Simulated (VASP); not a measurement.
SnSe: relaxation of cell and atoms with LDA

The system is SnSe.

```
CELL_PARAMETERS angstrom
11.31750 0.00000 0.00000
0.00000 4.12780 0.00000
0.00000 0.00000 4.30372
ATOMIC_POSITIONS crystal
Sn 0.11771 0.25000 0.08862
Sn 0.38229 0.75000 0.58862
Sn 0.61771 0.25000 0.41138
Sn 0.88229 0.75000 0.91138
Se 0.35810 0.25000 0.02124
Se 0.14190 0.75000 0.52124
Se 0.85810 0.25000 0.47876
Se 0.64190 0.75000 0.97876
```

| Property | Result |
| --- | --- |
| Program | VASP 6.6.1 |
| Task | relaxation of cell and atoms |
| Functional | LDA |
| Potentials or basis | VASP PAW LDA potentials, release 64 (Sn_d, Se) |
| Cutoff | 600 eV |
| k mesh | 4 × 8 × 8 |
| Occupations | gaussian, width 0.03 eV |
| Spin | no spin polarisation |
| Further INCAR settings | ALGO = Normal; EDIFF = 1e-07; IBRION = 2; EDIFFG = -0.005; NSW = 90; ISIF = 3 |

The relaxed volume is 25.14 Å³/atom and the relaxed cell is a = 11.313 Å, b = 4.117 Å, c = 4.318 Å, α = 90.00°, β = 90.00°, γ = 90.00°. The space group after relaxing (to 0.1 Å) is Pnma (No. 62). The energy gained by relaxing is 0.1 meV/atom and the ionic steps are 26. The pressure after relaxing is 0.0 GPa, the largest force after relaxing is 0.005 eV/Å and the band gap on the k mesh is 0.41 eV (least direct gap 0.74 eV).

Forces in eV/Å, atoms in the order of the input:
```
Sn   0.000  0.000  0.005
Sn   0.000  0.000  0.005
Sn   0.000  0.000 -0.005
Sn   0.000  0.000 -0.005
Se   0.000  0.000  0.001
Se   0.000  0.000  0.001
Se   0.000  0.000 -0.001
Se   0.000  0.000 -0.001
```

The path:
```
step  energy change (eV)  largest force (eV/Å)  pressure (GPa)  volume (Å³)
   1              0.0000                0.0088            0.00       201.05
   2             -0.0001                0.0091            0.00       201.07
   3             -0.0002                0.0101           -0.01       201.09
   4             -0.0002                0.0109           -0.02       201.10
   5             -0.0002                0.0092            0.00       201.04
   6             -0.0002                0.0105            0.02       200.99
   7             -0.0003                0.0104            0.01       201.05
   8             -0.0003                0.0110           -0.03       201.23
   9             -0.0003                0.0146           -0.12       201.59
  10             -0.0004                0.0122           -0.07       201.33
  11             -0.0004                0.0112           -0.06       201.33
  12             -0.0004                0.0100           -0.06       201.32
  13             -0.0004                0.0079           -0.04       201.30
  14             -0.0005                0.0121           -0.01       201.27
  15             -0.0005                0.0114           -0.01       201.27
  16             -0.0005                0.0104           -0.01       201.26
  17             -0.0005                0.0082            0.00       201.20
  18             -0.0005                0.0075            0.02       201.10
  19             -0.0006                0.0070            0.02       201.14
  20             -0.0006                0.0060            0.01       201.15
  21             -0.0006                0.0061            0.00       201.16
  22             -0.0006                0.0111           -0.02       201.20
  23             -0.0006                0.0086           -0.02       201.18
  24             -0.0006                0.0062            0.00       201.13
  25             -0.0006                0.0049            0.02       201.09
  26             -0.0007                0.0045            0.01       201.12
```

Final structure:
```
Sn Se
1.0
    11.31336    0.00000    0.00000
     0.00000    4.11737    0.00000
     0.00000    0.00000    4.31759
Sn Se
4 4
Direct
  0.11703 0.25000 0.09234
  0.38297 0.75000 0.59234
  0.61703 0.25000 0.40766
  0.88297 0.75000 0.90766
  0.35769 0.25000 0.02292
  0.14231 0.75000 0.52292
  0.85769 0.25000 0.47708
  0.64231 0.75000 0.97708
```

Levels at points of the mesh, in eV from the valence-band top:
| k point | band 38 | band 39 | band 40 | band 41 | band 42 | band 43 |
| --- | --- | --- | --- | --- | --- | --- |
| (0.00, 0.00, 0.00) | -1.35 | -0.80 | -0.64 | 0.41 | 2.93 | 3.02 |
| (0.50, 0.00, 0.00) | -2.04 | -0.65 | -0.65 | 2.52 | 2.52 | 2.68 |
| (0.00, 0.50, 0.00) | -1.07 | -0.68 | -0.68 | 0.80 | 0.80 | 1.38 |
| (0.50, 0.50, 0.00) | -0.99 | -0.99 | -0.99 | 1.36 | 1.36 | 1.36 |
| (0.00, 0.00, 0.50) | -0.87 | -0.30 | -0.30 | 1.14 | 1.14 | 1.28 |
| (0.50, 0.00, 0.50) | -0.50 | -0.22 | -0.22 | 1.03 | 1.03 | 1.35 |
| (0.00, 0.50, 0.50) | -2.51 | -1.62 | -1.62 | 2.55 | 2.55 | 3.00 |
| (0.50, 0.50, 0.50) | -1.69 | -1.69 | -1.69 | 2.30 | 2.30 | 2.30 |

Run time: 40 min on 2 MPI ranks on Intel(R) Xeon(R) 6975P-C (Granite Rapids), with other jobs on the host, peak memory 0.76 GiB a rank.

Caveat: spin-orbit coupling is left out, which moves the levels of the heavy elements. A k mesh can miss the band edges.
